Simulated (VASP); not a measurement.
# C (Cccm) in VASP: further runs

Runs on C. Level: PBE. Tasks: single point, relaxation of cell and atoms.

Everything below comes from runs of VASP 6.6.1. Logs are shortened: lines on timing, memory, paths and dates and some standing lists are left out, and cuts for length are marked.

## 1. The cell of the first run

Symmetry: Cccm, No. 66, orthorhombic system. Conventional cell: a = 4.857 Å, b = 4.868 Å, c = 4.459 Å, α = 90.00°, β = 90.00°, γ = 90.00°. C (site symmetry 222) has 4 C at 1.53 Å within 2.0 Å. C (site symmetry m) has 3 C at 1.33 to 1.53 Å within 1.8 Å.

## 2. Single point, PBE

INCAR reads:

```
PREC     = Accurate       # precision mode
ENCUT    = 520            # plane-wave cutoff, eV
EDIFF    = 1E-7           # SCF threshold, eV
ISMEAR   = 0              # smearing method
SIGMA    = 0.02           # smearing width, eV
LREAL    = False          # projectors in reciprocal space
LASPH    = True           # aspherical terms in the spheres
NELM     = 100            # most SCF steps
ALGO     = Normal         # electronic algorithm
ISIF     = 2              # what is computed and relaxed
LWAVE    = False          # write WAVECAR
LCHARG   = False          # write CHGCAR
GGA      = PE             # functional
NBANDS   = 21             # bands
```

KPOINTS reads:

```
regular mesh
0
Gamma
  8 8 6
```

POSCAR reads:

```
C
1.0
    2.4284887867     -2.4338194291      0.0000000000
    2.4284887867      2.4338194291      0.0000000000
    0.0000000000      0.0000000000      4.4592242162
C
6
Direct
    0.5000000000      0.5000000000      0.7500000000
    0.5000000000      0.5000000000      0.2500000000
    0.4998342625      0.1937141481      0.5000000000
    0.5001657375      0.8062858519      0.5000000000
    0.1937141481      0.4998342625      0.0000000000
    0.8062858519      0.5001657375      0.0000000000
```

Potentials or basis: VASP PAW PBE potentials, release 64 (C).

Run with:

```bash
> cat potpaw_PBE.64/C/POTCAR > POTCAR
> mpirun -np 1 vasp_std > vasp.out
```

OUTCAR:

```text
PREC = Accurate
   ENCUT = 520
   EDIFF = 1E-7
   ISMEAR = 0
   LREAL = False
   LASPH = True
   NELM = 100
   ISIF = 2
   GGA = PE

 ion  position               nearest neighbor table
   1  0.500  0.500  0.750-   3 1.53   4 1.53   5 1.53   6 1.53
   2  0.500  0.500  0.250-   3 1.53   4 1.53   5 1.53   6 1.53
   3  0.500  0.194  0.500-   4 1.33   2 1.53   1 1.53
   4  0.500  0.806  0.500-   3 1.33   2 1.53   1 1.53
   5  0.194  0.500  0.000-   6 1.33   2 1.53   1 1.53
   6  0.806  0.500  0.000-   5 1.33   2 1.53   1 1.53

  LATTYP: Found a base centered orthorhombic cell.
 ALAT       =     4.8569775734
 B/A-ratio  =     1.0021950451
 C/A-ratio  =     0.9181068162

  Lattice vectors:

 A1 = (   2.4284887867,  -2.4338194291,   0.0000000000)
 A2 = (   2.4284887867,   2.4338194291,   0.0000000000)
 A3 = (   0.0000000000,   0.0000000000,   4.4592242162)

Analysis of symmetry for initial positions (statically):
=====================================================================
 Subroutine PRICEL returns:
 Original cell was already a primitive cell.

 Routine SETGRP: Setting up the symmetry group for a
 base centered orthorhombic supercell.

 Subroutine GETGRP returns: Found  8 space group operations
 (whereof  4 operations were pure point group operations)
 out of a pool of  8 trial point group operations.

The static configuration has the point symmetry C_2h.
 The point group associated with its full space group is D_2h.

Analysis of symmetry for dynamics (positions and initial velocities):
=====================================================================
 Subroutine PRICEL returns:
 Original cell was already a primitive cell.

 Routine SETGRP: Setting up the symmetry group for a
 base centered orthorhombic supercell.

 Subroutine GETGRP returns: Found  8 space group operations
 (whereof  4 operations were pure point group operations)
 out of a pool of  8 trial point group operations.

The dynamic configuration has the point symmetry C_2h.
 The point group associated with its full space group is D_2h.

 Subroutine INISYM returns: Found  8 space group operations
 (whereof  4 operations are pure point group operations),
 and found     1 'primitive' translations

----------------------------------------------------------------------------------------

                                     Primitive cell

  volume of cell :      52.7125

  direct lattice vectors                    reciprocal lattice vectors
     2.428488787 -2.433819429  0.000000000     0.205889359 -0.205438413  0.000000000
     2.428488787  2.433819429  0.000000000     0.205889359  0.205438413  0.000000000
     0.000000000  0.000000000  4.459224216     0.000000000  0.000000000  0.224254254

  length of vectors
     3.438173178  3.438173178  4.459224216     0.290852831  0.290852831  0.224254254

  position of ions in fractional coordinates (direct lattice)
     0.500000000  0.500000000  0.750000000
     0.500000000  0.500000000  0.250000000
     0.499834263  0.193714148  0.500000000
     0.500165737  0.806285852  0.500000000
     0.193714148  0.499834263  0.000000000
     0.806285852  0.500165737  0.000000000

  ion indices of the primitive-cell ions
   primitive index   ion index
                 1           1
                 2           2
                 3           3
                 4           4
                 5           5
                 6           6

----------------------------------------------------------------------------------------

 KPOINTS: regular mesh

Automatic generation of k-mesh.
 Grid dimensions read from file:
 generate k-points for:    8    8    6

 Generating k-lattice:

  Cartesian coordinates                     Fractional coordinates (reciprocal lattice)
     0.025736170 -0.025679802  0.000000000     0.125000000  0.000000000  0.000000000
     0.025736170  0.025679802  0.000000000     0.000000000  0.125000000  0.000000000
     0.000000000  0.000000000  0.037375709     0.000000000  0.000000000  0.166666667

  Length of vectors
     0.036356604  0.036356604  0.037375709

  Shift w.r.t. Gamma in fractional coordinates (k-lattice)
     0.000000000  0.000000000  0.000000000

 Subroutine IBZKPT returns following result:
 ===========================================

 Found     84 irreducible k-points:

 Following reciprocal coordinates:
            Coordinates               Weight
  0.000000  0.000000  0.000000      1.000000
  0.125000 -0.000000  0.000000      4.000000
  0.250000 -0.000000  0.000000      4.000000
  0.375000 -0.000000  0.000000      4.000000
  0.500000 -0.000000  0.000000      2.000000
  0.125000  0.125000  0.000000      2.000000
[... 16 lines left out ...]
  0.125000 -0.000000  0.166667      8.000000
  0.250000 -0.000000  0.166667      8.000000
 [... further k-points ...]
   k-points           NKPTS =     84   k-points in BZ     NKDIM =     84   number of bands    NBANDS=     21
   number of dos      NEDOS =    301   number of ions     NIONS =      6
   total plane-waves  NPLWV =  28224
   dimension x,y,z NGX =    28 NGY =   28 NGZ =   36
   dimension x,y,z NGXF=    56 NGYF=   56 NGZF=   72
   ions per type =               6
   NGX,Y,Z   is equivalent  to a cutoff of  13.54, 13.54, 13.42 a.u.
   NGXF,Y,Z  is equivalent  to a cutoff of  27.08, 27.08, 26.84 a.u.
 SYSTEM =  unknown system
   PREC   = accura    normal or accurate (medium, high low for compatibility)
   ISTART =      0    job   : 0-new  1-cont  2-samecut
   ICHARG =      2    charge: 1-file 2-atom 10-const
   ISPIN  =      1    spin polarized calculation?
   LNONCOLLINEAR =      F non collinear calculations
   LSORBIT =      F    spin-orbit coupling
   LASPH  =      T    aspherical Exc in radial PAW
   ENCUT  =  520.0 eV  38.22 Ry    6.18 a.u.   6.39  6.39  8.29*2*pi/ulx,y,z
   NELM   =    100;   NELMIN=  2; NELMDL= -5     # of ELM steps
   EDIFF  = 0.1E-06   stopping-criterion for ELM
   LREAL  =      F    real-space projection
   EDIFFG = 0.1E-05   stopping-criterion for IOM
   NSW    =      0    number of steps for IOM
   IBRION =     -1    ionic relax: 0-MD 1-quasi-New 2-CG
   NFREE  =      0    steps in history (QN), initial steepest desc. (CG)
   ISIF   =      2    stress and relaxation
   ISYM   =      2    0-nonsym 1-usesym 2-fastsym
   POTIM  = 0.5000    time-step for ionic-motion
   TEBEG  =    0.0;   TEEND  =   0.0 temperature during run
   PSTRESS=    0.0 pullay stress
   NELECT =      24.0000    total number of electrons
   NUPDOWN=      -1.0000    fix difference up-down
   EMIN   =  10.00;   EMAX   =-10.00  energy-range for DOS
   EFERMI =   0.00;   METHOD = LEGACY
   ISMEAR =     0;   SIGMA  =   0.02  broadening in eV -4-tet -1-fermi 0-gaus
   EFERMI_NEDOS =   21; number of points for ismear=-14 and -15
   IALGO  =     38    algorithm
   IMIX   =      4    mixing-type and parameters
     AMIX     =   0.40;   BMIX     =  1.00
     AMIX_MAG =   1.60;   BMIX_MAG =  1.00
  volume/ion in A,a.u.               =       8.79        59.29
  Fermi-wavevector in a.u.,A,eV,Ry     =   1.259430  2.379977 21.581066  1.586164
  Thomas-Fermi vector in A             =   2.392990
   LORBIT       =      0    0 simple, 1 ext, 2 COOP (PROOUT), +10 PAW based schemes
   GGA     = PE    functional components
   LHFCALC =     F    Hartree Fock is set to
   AEXX    =    0.0000 exact exchange contribution
   IVDW    =     0    specifies the selected vdW correction
   LEPSILON=     F    determine dielectric tensor
   LRPA    =     F    only Hartree local field effects (RPA)
 non-spin polarized calculation
 Gauss-broadening in eV      SIGMA  =   0.02
  energy-cutoff  :      520.00
  volume of cell :       52.71
 maximum number of plane-waves:      1441
 NGX is ok and might be reduce to    28
   NGX = 13   NGY = 13   NGZ = 17

 number of electron      24.0000005 magnetization

 Free energy of the ion-electron system (eV)
  ---------------------------------------------------
  ext. energy  EPLUGINS =         0.00000000
  ---------------------------------------------------
  free energy    TOTEN  =       -51.19726822 eV

  energy without entropy =      -51.19726822  energy(sigma->0) =      -51.19726822

 E-fermi :   4.7000     XC(G=0): -10.3637

 val. band max:        4.5694800755   @ k =   0.0000   0.0000   0.5000
 cond. band min:       5.2334632429   @ k =   0.5000   0.3750   0.0000
 fundamental gap:      0.6639831674
 Fermi energy:         4.6999515833

 k-point     1 :       0.0000    0.0000    0.0000
  band No.  band energies     occupation
      1     -14.8913      2.00000
      2     -10.8190      2.00000
      3      -8.1594      2.00000
      4      -6.1397      2.00000
      5      -5.8443      2.00000
      6      -3.9949      2.00000
[... 13 lines left out ...]
     20      13.1484      0.00000
     21      15.8101      0.00000

 k-point     2 :       0.1250   -0.0000    0.0000
  band No.  band energies     occupation
      1     -14.8056      2.00000
      2     -10.7746      2.00000
      3      -8.0700      2.00000
      4      -6.9154      2.00000
      5      -5.9475      2.00000
      6      -3.9350      2.00000
[... 13 lines left out ...]
     20      14.0279      0.00000
     21      15.9149      0.00000

 k-point     3 :       0.2500   -0.0000    0.0000
  band No.  band energies     occupation
      1     -14.5773      2.00000
      2     -10.6476      2.00000
      3      -8.2151      2.00000
      4      -7.8320      2.00000
      5      -5.9266      2.00000
      6      -3.7860      2.00000
[... 13 lines left out ...]
     20      15.5137      0.00000
     21      16.1331      0.00000

 k-point     4 :       0.3750   -0.0000    0.0000
  band No.  band energies     occupation
      1     -14.3075      2.00000
      2     -10.4393      2.00000
      3      -9.2924      2.00000
      4      -7.5517      2.00000
      5      -5.8961      2.00000
      6      -3.6256      2.00000
[... 13 lines left out ...]
     20      16.1350      0.00000
     21      16.6684      0.00000

 k-point     5 :       0.5000   -0.0000    0.0000
  band No.  band energies     occupation
      1     -14.1785      2.00000
      2     -10.1835      2.00000
      3      -9.8765      2.00000
      4      -7.4179      2.00000
      5      -5.8829      2.00000
      6      -3.5553      2.00000
[... 13 lines left out ...]
     20      15.6432      0.00000
     21      16.9083      0.00000

 k-point     6 :       0.1250    0.1250    0.0000
  band No.  band energies     occupation
      1     -14.7190      2.00000
      2     -10.7310      2.00000
      3      -7.9795      2.00000
      4      -7.0548      2.00000
      5      -6.6691      2.00000
      6      -3.1025      2.00000
[... 13 lines left out ...]
     20      14.1807      0.00000
     21      16.0167      0.00000

 k-point     7 :       0.2500    0.1250    0.0000
  band No.  band energies     occupation
      1     -14.4883      2.00000
      2     -10.6068      2.00000
      3      -8.2082      2.00000
      4      -7.7387      2.00000
      5      -6.7668      2.00000
      6      -2.9422      2.00000
[... 13 lines left out ...]
     20      15.4691      0.00000
     21      16.2228      0.00000
[... 291 lines left out ...]
      1     -13.6597      2.00000
      2     -10.1572      2.00000
      3      -9.4682      2.00000
      4      -8.6963      2.00000
      5      -6.8757      2.00000
      6      -2.0427      2.00000
[... 13 lines left out ...]
     20      15.8885      0.00000
     21      16.5311      0.00000

 k-point    21 :       0.5000    0.5000    0.0000
  band No.  band energies     occupation
      1     -13.3464      2.00000
      2      -9.9261      2.00000
      3      -9.9177      2.00000
      4      -9.1202      2.00000
      5      -6.5555      2.00000
      6      -2.2751      2.00000
[... 13 lines left out ...]
     20      16.7383      0.00000
     21      16.7461      0.00000

 k-point    22 :       0.0000    0.0000    0.1667
  band No.  band energies     occupation
      1     -14.7431      2.00000
      2     -11.5043      2.00000
      3      -7.4074      2.00000
      4      -6.1510      2.00000
      5      -5.6763      2.00000
      6      -3.8607      2.00000
[... 13 lines left out ...]
     20      13.1498      0.00000
     21      16.7973      0.00000

 k-point    23 :       0.1250   -0.0000    0.1667
  band No.  band energies     occupation
      1     -14.6579      2.00000
      2     -11.4408      2.00000
      3      -7.4859      2.00000
      4      -6.7261      2.00000
      5      -5.8061      2.00000
      6      -3.8041      2.00000
[... 13 lines left out ...]
     20      13.8673      0.00000
     21      16.8624      0.00000

 k-point    24 :       0.2500   -0.0000    0.1667
  band No.  band energies     occupation
      1     -14.4314      2.00000
      2     -11.2551      2.00000
      3      -8.4014      2.00000
      4      -6.9174      2.00000
      5      -5.7888      2.00000
      6      -3.6642      2.00000
[... 13 lines left out ...]
     20      15.0121      0.00000
     21      16.3973      0.00000

 [... further k-points ...]
[... 5 lines left out ...]
  --------------------------------------------------------------------------------------
  -------------------------------------------------------------------------------------
  Total        0.0848126      0.0706594      0.1249227     -0.0000000      0.0000000      0.0000000
  in kB        2.5778478      2.1476661      3.7969796     -0.0000000      0.0000000      0.0000000
  external PRESSURE =       2.8408312 kB  Pullay stress =       0.0000000 kB

 VOLUME and BASIS-vectors are now :
 -----------------------------------------------------------------------------
  energy-cutoff  :      520.00
  volume of cell :       52.71
      direct lattice vectors                 reciprocal lattice vectors
     2.428488787 -2.433819429  0.000000000     0.205889359 -0.205438413  0.000000000
     2.428488787  2.433819429  0.000000000     0.205889359  0.205438413  0.000000000
     0.000000000  0.000000000  4.459224216     0.000000000  0.000000000  0.224254254

 POSITION                                       TOTAL-FORCE (eV/Angst)
 -----------------------------------------------------------------------------------
      2.42849      0.00000      3.34442         0.000000      0.000000      0.000000
      2.42849      0.00000      1.11481         0.000000      0.000000     -0.000000
      1.68427     -0.74504      2.22961         0.001573      0.001425      0.000000
      3.17270      0.74504      2.22961        -0.001573     -0.001425      0.000000
      1.68427      0.74504      0.00000         0.001573     -0.001425      0.000000
      3.17270     -0.74504      0.00000        -0.001573      0.001425      0.000000
 -----------------------------------------------------------------------------------
    total drift:                                0.000000      0.000000      0.000000

  FREE ENERGIE OF THE ION-ELECTRON SYSTEM (eV)
  ---------------------------------------------------
  free  energy   TOTEN  =       -51.1972682221 eV

  energy  without entropy=      -51.1972682221  energy(sigma->0) =      -51.19726822
```

It took 60 s on 1 thread of Intel Xeon Platinum 8488C (Sapphire Rapids), shared host; peak memory 0.2 GiB.

Results:

* Free energy: -51.1973 eV
* Pressure: 0.3 GPa
* Band gap on the k mesh: 0.66 eV, indirect (least direct gap 2.09 eV)

Forces on the atoms (eV/Å):
```
C    0.000  0.000  0.000
C    0.000  0.000  0.000
C    0.002  0.001  0.000
C   -0.002 -0.001  0.000
C    0.002 -0.001  0.000
C   -0.002  0.001  0.000
```

Stress tensor (GPa, compression positive):
```
0.26 0.00 0.00
0.00 0.21 0.00
0.00 0.00 0.38
```

Levels at points of the mesh, in eV from the valence-band top:
| k point | band 10 | band 11 | band 12 | band 13 | band 14 | band 15 |
| --- | --- | --- | --- | --- | --- | --- |
| (0.00, 0.00, 0.00) | -3.79 | -2.39 | -2.38 | 3.89 | 5.56 | 5.65 |
| (0.50, 0.00, 0.00) | -2.68 | -2.02 | -1.91 | 1.29 | 4.18 | 6.18 |
| (0.50, 0.50, 0.00) | -4.59 | -1.80 | -1.34 | 0.74 | 0.75 | 9.03 |
| (0.00, 0.00, 0.50) | -6.28 | 0.00 | 0.00 | 3.95 | 3.95 | 4.85 |
| (0.50, 0.00, 0.50) | -3.75 | -2.37 | -1.89 | 3.68 | 4.09 | 4.84 |
| (0.50, 0.50, 0.50) | -3.67 | -3.42 | -3.42 | 1.41 | 1.41 | 8.21 |

A k mesh can miss the band edges. A hybrid or GW would open this gap; PBE tends to underestimate it.

(Continued in part 2 of 2.)
